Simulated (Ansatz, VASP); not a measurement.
ReP: VASP beside Ansatz

```
CELL_PARAMETERS angstrom
0.00000 2.45798 2.45798
2.45798 0.00000 2.45798
2.45798 2.45798 0.00000
ATOMIC_POSITIONS crystal
Re 0.50000 0.50000 0.50000
P 0.00000 0.00000 0.00000
```

Alike in both runs: task single point; functional r2SCAN; k mesh 12 × 12 × 12; occupations gaussian, width 0.05 eV; no spin polarisation.

|  | VASP | Ansatz |
| --- | --- | --- |
| version | VASP 6.6.1 | Ansatz 0.2.0 |
| potentials or method | VASP PAW PBE potentials, release 64 (Re, P), cutoff 520 eV | scalar-relativistic, plane waves, PAW |
| valence electrons in the cell | 12 | 20 |

```tsv
	VASP	Ansatz	Ansatz less VASP
gap on the k mesh at the Fermi level (eV)	none	none	-
pressure (GPa)	-2.3	-3.3	-0.96
```

VASP's potentials were made for PBE, not for r2SCAN. A gap of «none» marks a metal or a gap that the smearing closes. VASP's potentials hold 12 valence electrons a cell and Ansatz's 20, so a difference there can come from the potentials and not from the codes.

Neither program's run includes spin-orbit coupling.
